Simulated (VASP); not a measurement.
Wanted: the native input for a VASP 6.6.1 run.

```
Task                   : relaxation of cell and atoms
Functional             : PBE
Potentials or basis    : VASP PAW PBE potentials, release 64 (Hf_pv, Ti_sv, Si)
Cutoff                 : 600 eV
k mesh                 : 4 × 4 × 4
Occupations            : gaussian, width 0.1 eV
Spin                   : no spin polarisation
Dipole correction      : no
Further INCAR settings : ALGO = Normal; EDIFF = 1e-06; IBRION = 2; EDIFFG = -0.04; NSW = 90; ISIF = 3
```

The structure of HfTi4Si lies in POSCAR:

```
HfTi4Si
1.0
    0.0000000000      3.4681120400      3.4681120400
    3.4681120400      0.0000000000      3.4681120400
    3.4681120400      3.4681120400      0.0000000000
Hf Ti Si
1 4 1
Direct
    0.0000000000      0.0000000000      0.0000000000
    0.8727561500      0.3757479500      0.3757479500
    0.3757479500      0.3757479500      0.3757479500
    0.3757479500      0.8727561500      0.3757479500
    0.3757479500      0.3757479500      0.8727561500
    0.7500000000      0.7500000000      0.7500000000
```

The cell was built from a structure type or drawn by symmetry, and may not be a known phase.

One way to write it, as run:

INCAR

```
PREC = Accurate ; ENCUT = 600
EDIFF = 1E-6 ; ISMEAR = 0
SIGMA = 0.1 ; LREAL = F
LASPH = T ; NELM = 80
ALGO = Normal ; ISIF = 3
LWAVE = F ; LCHARG = F
GGA = PE ; IBRION = 2
NSW = 90 ; EDIFFG = -0.04
```

KPOINTS

```
regular mesh
0
Gamma
  4 4 4
```

Potentials or basis: VASP PAW PBE potentials, release 64 (Hf_pv, Ti_sv, Si).

Launch:

```bash
$ cat potpaw_PBE.64/Hf_pv/POTCAR potpaw_PBE.64/Ti_sv/POTCAR potpaw_PBE.64/Si/POTCAR > POTCAR
$ mpirun -np 1 vasp_std > vasp.out
```

Results of the run:

| Quantity | Value |
| --- | --- |
| Relaxed volume | 17.43 Å³/atom |
| Relaxed cell | a = 5.289 Å, b = 5.289 Å, c = 5.289 Å, α = 60.00°, β = 60.00°, γ = 60.00° |
| Space group after relaxing (to 0.1 Å) | F-43m (No. 216) |
| Energy gained by relaxing | 325.2 meV/atom |
| Ionic steps | 5 |
| Pressure after relaxing | 0.1 GPa |
| Band gap on the k mesh | zero (bands 31 and 32 overlap by 0.39 eV) |

Caveat: the k points lie up to 0.36 Å⁻¹ apart in the final cell; the volume moved by over 15 % at a fixed basis, so the end points are rough; spin-orbit coupling is left out, which moves the levels of the heavy elements.

Wall time 4.5 min on 1 thread of Intel Xeon 8259CL (shared host), peak memory 0.27 GiB.
